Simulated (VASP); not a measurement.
Input of a VASP 6.6.1 run:

File INCAR:

```
ALGO     = Normal         # electronic algorithm
DIPOL    = 0.5 0.5 0.336
EDIFF    = 1E-6           # SCF threshold, eV
ENCUT    = 520            # plane-wave cutoff, eV
IDIPOL   = 3            
ISIF     = 2              # what is computed and relaxed
ISMEAR   = 0              # smearing method
LASPH    = True           # aspherical terms in the spheres
LCHARG   = False          # write CHGCAR
LDIPOL   = True         
LREAL    = False          # projectors in reciprocal space
LWAVE    = False          # write WAVECAR
NBANDS   = 18             # bands
NELM     = 60             # most SCF steps
PREC     = Accurate       # precision mode
SIGMA    = 0.01           # smearing width, eV
```

The input KPOINTS:

```
k-points
0
Gamma
  6 8 1
```

POSCAR

```
As
1.0
    4.8073432907      0.0000000000      0.0000000000
    0.0000000000      3.6338988400      0.0000000000
    0.0000000000      0.0000000000     28.2703730404
As
4
Direct
    0.0760355692      0.0000000000      0.3777315134
    0.4239644308      0.5000000000      0.3777315134
    0.5760355692      0.5000000000      0.2943501734
    0.9239644308      0.0000000000      0.2943501734
```

Potentials or basis: VASP PAW LDA potentials, release 64 (As).

The run is started by

```sh
$ cat potpaw_LDA.64/As/POTCAR > POTCAR
$ mpirun -np 1 vasp_std > vasp.out
```

(1) Predict the band gap on the k mesh.

(2) Predict the largest force.

Answers

(1) 0.84 eV.

(2) 0.125 eV/Å.
